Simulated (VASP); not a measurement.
Crystal: Cu.

```
Cu
1.0
     0.00000    1.82500    1.82500
     1.82500    0.00000    1.82500
     1.82500    1.82500    0.00000
Cu
1
Direct
  0.00000 0.00000 0.00000
```

* Program: VASP 6.6.1
* Task: relaxation of cell and atoms
* Functional: LDA
* Potentials or basis: VASP PAW LDA potentials, release 64 (Cu)
* Cutoff: 600 eV
* k mesh: 10 × 10 × 10
* Occupations: gaussian, width 0.1 eV
* Spin: no spin polarisation

At the start: pressure -14.8 GPa; volume 12.16 Å³/atom.

Task: How do energy, volume and symmetry change on relaxing?

Result: Over 3 steps the energy falls by 62.4 meV/atom and the volume is 10.95 Å³/atom (-10.0 %); space group Fm-3m (No. 225, to 0.05 Å).

Step by step:
```
step  energy change (eV)  largest force (eV/Å)  pressure (GPa)  volume (Å³)
   1              0.0000                0.0000          -14.77        12.16
   2             -0.0375                0.0000           12.95        10.29
   3             -0.0624                0.0000           -0.10        10.95
```

Final structure:
```xyz
1
Lattice="0.0000 1.7623 1.7623 1.7623 0.0000 1.7623 1.7623 1.7623 0.0000" Properties=species:S:1:pos:R:3 pbc="T T T"
Cu    1.7623    0.0000    1.7623
```
